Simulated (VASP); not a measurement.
# Bi2Se3 (R-3m) in VASP: a series of runs, part 2 of 2

VASP 6.6.1. The steps go on from the part before.

## 4. Single point, PBE

This run uses another cell than the first one, of 27.81 Å³/atom.

INCAR

```
PREC     = Accurate       # precision mode
ENCUT    = 520            # plane-wave cutoff, eV
EDIFF    = 1E-7           # SCF threshold, eV
ISMEAR   = -1             # smearing method
SIGMA    = 0.05           # smearing width, eV
LREAL    = False          # projectors in reciprocal space
LASPH    = True           # aspherical terms in the spheres
NELM     = 80             # most SCF steps
ALGO     = Normal         # electronic algorithm
ISIF     = 2              # what is computed and relaxed
LWAVE    = False          # write WAVECAR
LCHARG   = False          # write CHGCAR
GGA      = PE             # functional
NBANDS   = 32             # bands
```

KPOINTS

```
Automatic mesh
0
Gamma
  8 8 8
```

POSCAR

```
Bi2Se3
1.0
    2.0575968965      1.1879541221      9.4812687632
   -2.0575968965      1.1879541221      9.4812687632
    0.0000000000     -2.3759082442      9.4812687632
Bi Se
2 3
Direct
    0.5992000000      0.5992000000      0.5992000000
    0.4008000000      0.4008000000      0.4008000000
    0.7883000000      0.7883000000      0.7883000000
    0.2117000000      0.2117000000      0.2117000000
    0.0000000000      0.0000000000      0.0000000000
```

Potentials or basis: VASP PAW PBE potentials, release 64 (Bi_d, Se).

The run is started by

```bash
> cat potpaw_PBE.64/Bi_d/POTCAR potpaw_PBE.64/Se/POTCAR > POTCAR
> mpirun -np 1 vasp_std > vasp.out
```

OUTCAR:

```text
PREC = Accurate
   ENCUT = 520
   EDIFF = 1E-7
   ISMEAR = -1
   LREAL = False
   LASPH = True
   NELM = 80
   ISIF = 2
   GGA = PE

 ion  position               nearest neighbor table
   1  0.599  0.599  0.599-   4 2.83   4 2.83   4 2.83   5 3.05   5 3.05   5 3.05
   2  0.401  0.401  0.401-   3 2.83   3 2.83   3 2.83   5 3.05   5 3.05   5 3.05
   3  0.788  0.788  0.788-   2 2.83   2 2.83   2 2.83
   4  0.212  0.212  0.212-   1 2.83   1 2.83   1 2.83
   5  0.000  0.000  0.000-   1 3.05   1 3.05   2 3.05   2 3.05   1 3.05   2 3.05

  LATTYP: Found a trigonal (rhomboedric) cell.
 ALAT       =     9.7744256785
 COS(alpha) =     0.9113725833

  Lattice vectors:

 A1 = (   2.0575968965,   1.1879541221,   9.4812687632)
 A2 = (  -2.0575968965,   1.1879541221,   9.4812687632)
 A3 = (   0.0000000000,  -2.3759082442,   9.4812687632)

Analysis of symmetry for initial positions (statically):
=====================================================================
 Subroutine PRICEL returns:
 Original cell was already a primitive cell.

[... 176 lines left out ...]

 val. band max:        5.2252575596   @ k =   0.0000   0.0000   0.0000
 cond. band min:       5.4220950993   @ k =   0.0000   0.0000   0.0000
 fundamental gap:      0.1968375397
 Fermi energy:         5.3251922202

 k-point     1 :       0.0000    0.0000    0.0000
  band No.  band energies     occupation
      1     -17.9408      2.00000
      2     -17.9408      2.00000
      3     -17.9388      2.00000
      4     -17.9388      2.00000
      5     -17.9312      2.00000
      6     -17.9284      2.00000
[... 829 lines left out ...]
     31       9.8214      0.00000
     32      11.4988      0.00000

 [... further k-points ...]

------------------------ aborting loop because EDIFF is reached ----------------------------------------

  FORCE on cell =-STRESS in cart. coord.  units (eV):
  Direction    XX          YY          ZZ          XY          YZ          ZX
  --------------------------------------------------------------------------------------
  -------------------------------------------------------------------------------------
  Total        3.4794023      3.4794023      3.4733463      0.0000000      0.0000000      0.0000000
  in kB       40.0901389     40.0901389     40.0203609      0.0000000      0.0000000      0.0000000
  external PRESSURE =      40.0668796 kB  Pullay stress =       0.0000000 kB

 VOLUME and BASIS-vectors are now :
 -----------------------------------------------------------------------------
  energy-cutoff  :      520.00
  volume of cell :      139.05
      direct lattice vectors                 reciprocal lattice vectors
     2.057596897  1.187954122  9.481268763     0.243001922  0.140297225  0.035157039
    -2.057596897  1.187954122  9.481268763    -0.243001922  0.140297225  0.035157039
     0.000000000 -2.375908244  9.481268763     0.000000000 -0.280594450  0.035157039

 POSITION                                       TOTAL-FORCE (eV/Angst)
 -----------------------------------------------------------------------------------
      0.00000      0.00000     17.04353         0.000000      0.000000      0.231918
      0.00000      0.00000     11.40028         0.000000     -0.000000     -0.231918
      0.00000      0.00000     22.42225         0.000000     -0.000000      0.335312
      0.00000      0.00000      6.02155         0.000000      0.000000     -0.335312
      0.00000      0.00000      0.00000         0.000000      0.000000      0.000000
 -----------------------------------------------------------------------------------
    total drift:                                0.000000      0.000000     -0.000000

  FREE ENERGIE OF THE ION-ELECTRON SYSTEM (eV)
  ---------------------------------------------------
  free  energy   TOTEN  =       -20.0964383863 eV

  energy  without entropy=      -20.0962074455  energy(sigma->0) =      -20.09632292
```

stdout:

```text
POSCAR found type information on POSCAR BiSe
 POSCAR found :  2 types and       5 ions
 scaLAPACK will be used
 LDA part: xc-table for (Slater+PW92), standard interpolation
 POSCAR, INCAR and KPOINTS ok, starting setup
 FFT: planning ... GRIDC
 FFT: planning ... GRID_SOFT
 FFT: planning ... GRID
 WAVECAR not read
 entering main loop
```

Run time: 27 min. Hardware: 1 thread of Intel Xeon Platinum 8375C at 2.90GHz (Ice Lake), shared host; peak memory 1 GiB.

Results:

| Property | Result |
| --- | --- |
| Free energy | -20.0964 eV |
| Pressure | 4.0 GPa |
| Largest force | 0.335 eV/Å |
| Band gap on the k mesh | 0.20 eV |

Forces on the atoms (eV/Å):
```
Bi   0.000  0.000  0.232
Bi   0.000  0.000 -0.232
Se   0.000  0.000  0.335
Se   0.000  0.000 -0.335
Se   0.000  0.000  0.000
```

Caveat: the cell stands under pressure; spin-orbit coupling is left out, which moves the levels of the heavy elements.

## 5. Single point, PBE+D3(BJ)

INCAR

```
SYSTEM = Bi2Se3
PREC     = Accurate       ! precision mode
ENCUT    = 520            ! plane-wave cutoff, eV
EDIFF    = 1E-6           ! SCF threshold, eV
ISMEAR   = -1             ! smearing method
SIGMA    = 0.05           ! smearing width, eV
LREAL    = .False.        ! projectors in reciprocal space
LASPH    = .True.         ! aspherical terms in the spheres
NELM     = 60             ! most SCF steps
ALGO     = Normal         ! electronic algorithm
ISIF     = 2              ! what is computed and relaxed
LWAVE    = .False.        ! write WAVECAR
LCHARG   = .False.        ! write CHGCAR
GGA      = PE             ! functional
IVDW     = 12             ! dispersion correction
NBANDS   = 32             ! bands
```

KPOINTS

```
regular mesh
0
Gamma
  8 8 8
  0 0 0
```

POSCAR

```
Bi2Se3
1.0
    2.0720193006      1.1962809010      9.4803149249
   -2.0720193006      1.1962809010      9.4803149249
    0.0000000000     -2.3925618020      9.4803149249
Bi Se
2 3
Direct
    0.5991148794      0.5991148794      0.5991148794
    0.4008851206      0.4008851206      0.4008851206
    0.7895355158      0.7895355158      0.7895355158
    0.2104644842      0.2104644842      0.2104644842
    0.0000000000      0.0000000000      0.0000000000
```

Potentials or basis: VASP PAW PBE potentials, release 64 (Bi_d, Se).

The run is started by

```bash
> cat potpaw_PBE.64/Bi_d/POTCAR potpaw_PBE.64/Se/POTCAR > POTCAR
> mpirun -np 1 vasp_std > vasp.out
```

OUTCAR:

```text
SYSTEM = Bi2Se3
   PREC = Accurate
   ENCUT = 520
   EDIFF = 1E-6
   ISMEAR = -1
   LREAL = .False.
   LASPH = .True.
   NELM = 60
   ISIF = 2
   GGA = PE
   IVDW = 12
 IVDW          = 12

 ion  position               nearest neighbor table
   1  0.599  0.599  0.599-   4 2.86   4 2.86   4 2.86   5 3.07   5 3.07   5 3.07
   2  0.401  0.401  0.401-   3 2.86   3 2.86   3 2.86   5 3.07   5 3.07   5 3.07
   3  0.790  0.790  0.790-   2 2.86   2 2.86   2 2.86
   4  0.210  0.210  0.210-   1 2.86   1 2.86   1 2.86
   5  0.000  0.000  0.000-   1 3.07   1 3.07   2 3.07   2 3.07   1 3.07   2 3.07

  LATTYP: Found a trigonal (rhomboedric) cell.
 ALAT       =     9.7775622244
 COS(alpha) =     0.9101834412

  Lattice vectors:

 A1 = (   2.0720193006,   1.1962809010,   9.4803149249)
 A2 = (  -2.0720193006,   1.1962809010,   9.4803149249)
 A3 = (   0.0000000000,  -2.3925618020,   9.4803149249)

Analysis of symmetry for initial positions (statically):
=====================================================================
 Subroutine PRICEL returns:
 Original cell was already a primitive cell.

 Routine SETGRP: Setting up the symmetry group for a
 trigonal (rhombohedral) supercell.

 Subroutine GETGRP returns: Found 12 space group operations
 (whereof 12 operations were pure point group operations)
 out of a pool of 12 trial point group operations.

The static configuration has the point symmetry D_3d.

Analysis of symmetry for dynamics (positions and initial velocities):
=====================================================================
 Subroutine PRICEL returns:
 Original cell was already a primitive cell.

 Routine SETGRP: Setting up the symmetry group for a
 trigonal (rhombohedral) supercell.

 Subroutine GETGRP returns: Found 12 space group operations
 (whereof 12 operations were pure point group operations)
 out of a pool of 12 trial point group operations.

The dynamic configuration has the point symmetry D_3d.

 Subroutine INISYM returns: Found 12 space group operations
 (whereof 12 operations are pure point group operations),
 and found     1 'primitive' translations

----------------------------------------------------------------------------------------

                                     Primitive cell

  volume of cell :     140.9941

  direct lattice vectors                    reciprocal lattice vectors
     2.072019301  1.196280901  9.480314925     0.241310494  0.139320678  0.035160576
    -2.072019301  1.196280901  9.480314925    -0.241310494  0.139320678  0.035160576
     0.000000000 -2.392561802  9.480314925     0.000000000 -0.278641357  0.035160576

  length of vectors
     9.777562224  9.777562224  9.777562224     0.280850978  0.280850978  0.280850978

  position of ions in fractional coordinates (direct lattice)
     0.599114879  0.599114879  0.599114879
     0.400885121  0.400885121  0.400885121
     0.789535516  0.789535516  0.789535516
     0.210464484  0.210464484  0.210464484
     0.000000000  0.000000000  0.000000000

  ion indices of the primitive-cell ions
   primitive index   ion index
                 1           1
                 2           2
                 3           3
                 4           4
                 5           5

[... 29 lines left out ...]
  0.125000  0.000000  0.000000      6.000000
  0.250000  0.000000  0.000000      6.000000
  0.375000 -0.000000  0.000000      6.000000
  0.500000  0.000000  0.000000      3.000000
  0.125000  0.125000  0.000000      6.000000
[... 16 lines left out ...]
  0.250000  0.125000  0.125000      6.000000
  0.375000  0.125000  0.125000      6.000000
 [... further k-points ...]
   k-points           NKPTS =     65   k-points in BZ     NKDIM =     65   number of bands    NBANDS=     32
   number of dos      NEDOS =    301   number of ions     NIONS =      5
   total plane-waves  NPLWV = 512000
   dimension x,y,z NGX =    80 NGY =   80 NGZ =   80
   dimension x,y,z NGXF=   160 NGYF=  160 NGZF=  160
   ions per type =               2   3
   NGX,Y,Z   is equivalent  to a cutoff of  13.60, 13.60, 13.60 a.u.
   NGXF,Y,Z  is equivalent  to a cutoff of  27.20, 27.20, 27.20 a.u.
 SYSTEM =  Bi2Se3
   PREC   = accura    normal or accurate (medium, high low for compatibility)
   ISTART =      0    job   : 0-new  1-cont  2-samecut
   ICHARG =      2    charge: 1-file 2-atom 10-const
   ISPIN  =      1    spin polarized calculation?
   LNONCOLLINEAR =      F non collinear calculations
   LSORBIT =      F    spin-orbit coupling
   LASPH  =      T    aspherical Exc in radial PAW
   ENCUT  =  520.0 eV  38.22 Ry    6.18 a.u.  18.18 18.18 18.18*2*pi/ulx,y,z
   NELM   =     60;   NELMIN=  2; NELMDL= -5     # of ELM steps
   EDIFF  = 0.1E-05   stopping-criterion for ELM
   LREAL  =      F    real-space projection
   EDIFFG = 0.1E-04   stopping-criterion for IOM
   NSW    =      0    number of steps for IOM
   IBRION =     -1    ionic relax: 0-MD 1-quasi-New 2-CG
   NFREE  =      0    steps in history (QN), initial steepest desc. (CG)
   ISIF   =      2    stress and relaxation
   ISYM   =      2    0-nonsym 1-usesym 2-fastsym
   POTIM  = 0.5000    time-step for ionic-motion
   TEBEG  =    0.0;   TEEND  =   0.0 temperature during run
   PSTRESS=    0.0 pullay stress
   NELECT =      48.0000    total number of electrons
   NUPDOWN=      -1.0000    fix difference up-down
   EMIN   =  10.00;   EMAX   =-10.00  energy-range for DOS
   EFERMI =   0.00;   METHOD = LEGACY
   ISMEAR =    -1;   SIGMA  =   0.05  broadening in eV -4-tet -1-fermi 0-gaus
   EFERMI_NEDOS =   21; number of points for ismear=-14 and -15
   IALGO  =     38    algorithm
   IMIX   =      4    mixing-type and parameters
     AMIX     =   0.40;   BMIX     =  1.00
     AMIX_MAG =   1.60;   BMIX_MAG =  1.00
  volume/ion in A,a.u.               =      28.20       190.30
  Fermi-wavevector in a.u.,A,eV,Ry     =   1.143111  2.160166 17.778758  1.306702
  Thomas-Fermi vector in A             =   2.279807
   LORBIT       =      0    0 simple, 1 ext, 2 COOP (PROOUT), +10 PAW based schemes
   GGA     = PE    functional components
   LHFCALC =     F    Hartree Fock is set to
   AEXX    =    0.0000 exact exchange contribution
   IVDW    =    12    specifies the selected vdW correction
   LEPSILON=     F    determine dielectric tensor
   LRPA    =     F    only Hartree local field effects (RPA)
 non-spin polarized calculation
  energy-cutoff  :      520.00
  volume of cell :      140.99
 maximum number of plane-waves:      3839
 NGX is ok and might be reduce to    80
   NGX = 37   NGY = 37   NGZ = 37

 number of electron      47.9999995 magnetization

 Free energy of the ion-electron system (eV)
  ---------------------------------------------------
  ext. energy  EPLUGINS =         0.00000000
  ---------------------------------------------------
  free energy    TOTEN  =       -20.14666253 eV

  energy without entropy =      -20.14641436  energy(sigma->0) =      -20.14653845

 E-fermi :   5.1690     XC(G=0):  -9.5382

 val. band max:        5.0881440971   @ k =   0.0000   0.0000   0.0000
 cond. band min:       5.2463450660   @ k =   0.0000   0.0000   0.0000
 fundamental gap:      0.1582009689
 Fermi energy:         5.1689808721

 k-point     1 :       0.0000    0.0000    0.0000
  band No.  band energies     occupation
      1     -18.0886      2.00000
      2     -18.0886      2.00000
      3     -18.0869      2.00000
      4     -18.0869      2.00000
      5     -18.0810      2.00000
      6     -18.0784      2.00000
[... 829 lines left out ...]
     31       9.6636      0.00000
     32      11.3471      0.00000

 [... further k-points ...]

------------------------ aborting loop because EDIFF is reached ----------------------------------------

 Edisp (eV)   -2.01582

 E8    (eV) :    -0.9122

  FORCE on cell =-STRESS in cart. coord.  units (eV):
  Direction    XX          YY          ZZ          XY          YZ          ZX
  --------------------------------------------------------------------------------------
  -------------------------------------------------------------------------------------
  Total       0.02206     0.02206     0.00721     0.00000     0.00000    -0.00000
  in kB       0.25065     0.25065     0.08195     0.00000     0.00000    -0.00000
  external pressure =        0.19 kB  Pullay stress =        0.00 kB

 VOLUME and BASIS-vectors are now :
 -----------------------------------------------------------------------------
  energy-cutoff  :      520.00
  volume of cell :      140.99
      direct lattice vectors                 reciprocal lattice vectors
     2.072019301  1.196280901  9.480314925     0.241310494  0.139320678  0.035160576
    -2.072019301  1.196280901  9.480314925    -0.241310494  0.139320678  0.035160576
     0.000000000 -2.392561802  9.480314925     0.000000000 -0.278641357  0.035160576

 POSITION                                       TOTAL-FORCE (eV/Angst)
 -----------------------------------------------------------------------------------
      0.00000      0.00000     17.03939         0.000000      0.000000      0.005376
      0.00000      0.00000     11.40155         0.000000     -0.000000     -0.005376
      0.00000      0.00000     22.45514         0.000000      0.000000      0.008281
      0.00000      0.00000      5.98581         0.000000     -0.000000     -0.008281
      0.00000      0.00000      0.00000         0.000000     -0.000000      0.000000
 -----------------------------------------------------------------------------------
    total drift:                               -0.000000     -0.000000      0.000000

  FREE ENERGIE OF THE ION-ELECTRON SYSTEM (eV)
  ---------------------------------------------------
  free  energy   TOTEN  =       -22.1624860194 eV

  energy  without entropy=      -22.1622378506  energy(sigma->0) =      -22.16236193
```

It took 28 min on 1 thread of Intel Xeon Platinum 8375C at 2.90GHz (Ice Lake), shared host; peak memory 1 GiB.

Results:

```yaml
Free_energy: -22.1625 eV
Pressure: 0.0 GPa
Largest_force: 0.008 eV/Å
Band_gap_on_the_k_mesh: 0.16 eV
Dispersion_energy_per_atom: -0.403 eV
```

Forces in eV/Å, atoms in the order of the input:
```
Bi   0.000  0.000  0.005
Bi   0.000  0.000 -0.005
Se   0.000  0.000  0.008
Se   0.000  0.000 -0.008
Se   0.000  0.000  0.000
```

Caveat: spin-orbit coupling is left out, which moves the levels of the heavy elements. A k mesh can miss the band edges.

## 6. Single point, PBE

This run uses another cell than the first one, of 29.51 Å³/atom.

INCAR

```
SYSTEM = Bi2Se3
PREC = Accurate ; ENCUT = 520
EDIFF = 1E-7 ; ISMEAR = -1
SIGMA = 0.05 ; LREAL = .FALSE.
LASPH = .TRUE. ; NELM = 100
ALGO = Normal ; ISIF = 2
LWAVE = .FALSE. ; LCHARG = .FALSE.
GGA = PE ; NBANDS = 32
```

KPOINTS

```
Automatic mesh
0
G
  8 8 8
  0 0 0
```

POSCAR

```
Bi2Se3
1.0
    2.0987597050      1.2117194806      9.6709442292
   -2.0987597050      1.2117194806      9.6709442292
    0.0000000000     -2.4234389614      9.6709442292
Bi Se
2 3
Direct
    0.5992000000      0.5992000000      0.5992000000
    0.4008000000      0.4008000000      0.4008000000
    0.7883000000      0.7883000000      0.7883000000
    0.2117000000      0.2117000000      0.2117000000
    0.0000000000      0.0000000000      0.0000000000
```

Potentials or basis: VASP PAW PBE potentials, release 64 (Bi_d, Se).

The run is started by

```bash
> cat potpaw_PBE.64/Bi_d/POTCAR potpaw_PBE.64/Se/POTCAR > POTCAR
> mpirun -np 1 vasp_std > vasp.out
```

Run time: 29 min. Hardware: 1 thread of Intel Xeon Platinum 8375C at 2.90GHz (Ice Lake), shared host; peak memory 1 GiB.

Results (log left out):

| Item | Value |
| --- | --- |
| Free energy | -20.2024 eV |
| Pressure | 0.1 GPa |
| Largest force | 0.122 eV/Å |
| Band gap on the k mesh | 0.24 eV |

Forces in eV/Å, atoms in the order of the input:
```
Bi   0.000  0.000  0.053
Bi   0.000  0.000 -0.053
Se   0.000  0.000 -0.122
Se   0.000  0.000  0.122
Se   0.000  0.000  0.000
```

Levels at points of the mesh, in eV from the valence-band top:
| k point | band 21 | band 22 | band 23 | band 24 | band 25 | band 26 | band 27 | band 28 |
| --- | --- | --- | --- | --- | --- | --- | --- | --- |
| (0.00, 0.00, 0.00) | -1.74 | -1.10 | -1.10 | 0.00 | 0.24 | 1.43 | 1.43 | 2.13 |
| (0.50, 0.00, 0.00) | -2.82 | -1.99 | -1.12 | -0.52 | 0.88 | 1.94 | 2.98 | 3.07 |
| (0.50, 0.50, 0.00) | -1.79 | -1.75 | -1.50 | -0.94 | 1.38 | 1.98 | 2.56 | 2.93 |
| (0.50, 0.50, 0.50) | -1.50 | -1.25 | -1.25 | -0.43 | 0.66 | 1.72 | 1.72 | 2.02 |

Caveat: spin-orbit coupling is left out, which moves the levels of the heavy elements.

## 7. The runs side by side

```csv
level,potentials or basis,cell,gap on the mesh (eV),pressure (GPa),largest force (eV/Å)
PBEsol,"VASP PAW PBE potentials, release 64 (Bi_d, Se)","a = 9.821 Å, angles 24.3°, 5 atoms, atomic positions A",0.12,0.0,0.02
LDA,"VASP PAW LDA potentials, release 64 (Bi_d, Se)","a = 9.840 Å, angles 24.3°, 5 atoms, atomic positions B",0.09,-1.7,0.14
PBE,"VASP PAW PBE potentials, release 64 (Bi_d, Se)","a = 9.774 Å, angles 24.3°, 5 atoms, atomic positions B",0.20,4.0,0.34
PBE+D3(BJ),"VASP PAW PBE potentials, release 64 (Bi_d, Se)","a = 9.778 Å, angles 24.5°, 5 atoms, atomic positions C",0.16,0.0,0.01
PBE,"VASP PAW PBE potentials, release 64 (Bi_d, Se)","a = 9.970 Å, angles 24.3°, 5 atoms, atomic positions B",0.24,0.1,0.12
```

Alike in all rows: task single point; no spin polarisation; k mesh 8 × 8 × 8; cutoff (eV) 520; smearing fermi-dirac 0.05 eV.

Caveats: spin-orbit coupling is left out, which moves the levels of the heavy elements; the PAW data sets were made with another functional, which shifts forces and pressure a little (at least some runs); the cell stands under pressure (at least some runs).

Total energies depend on the potentials used, so only differences within one code and one set of settings carry meaning.
